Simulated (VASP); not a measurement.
A run of VASP 6.6.1:

Contents of INCAR:

```
ALGO = Normal
EDIFF = 1E-6
ENCUT = 520
GGA = PS
ISIF = 2
ISMEAR = -1
LASPH = True
LCHARG = False
LREAL = False
LWAVE = False
NBANDS = 26
NELM = 80
PREC = Accurate
SIGMA = 0.05
```

Contents of KPOINTS:

```
k-points
0
Gamma
  3 3 3
```

Contents of POSCAR:

```
CsRb3
1.0
    0.0000000000      5.8484160000      5.8484160000
    5.8484160000      0.0000000000      5.8484160000
    5.8484160000      5.8484160000      0.0000000000
Cs Rb
1 3
Direct
    0.0000000000      0.0000000000      0.0000000000
    0.2500000000      0.2500000000      0.2500000000
    0.7500000000      0.7500000000      0.7500000000
    0.5000000000      0.5000000000      0.5000000000
```

Potentials or basis: VASP PAW PBE potentials, release 64 (Cs_sv, Rb_sv).

Command:

```bash
$ cat potpaw_PBE.64/Cs_sv/POTCAR potpaw_PBE.64/Rb_sv/POTCAR > POTCAR
$ mpirun -np 1 vasp_std > vasp.out
```

Hardware: 1 thread of Intel(R) Xeon(R) 6975P-C (Granite Rapids) (shared host).

Estimate the wall time of this run.

Wall time 32 s on 1 thread of Intel(R) Xeon(R) 6975P-C (Granite Rapids) (shared host), peak memory 0.55 GiB. Counts: scf iterations 11, k points 4.
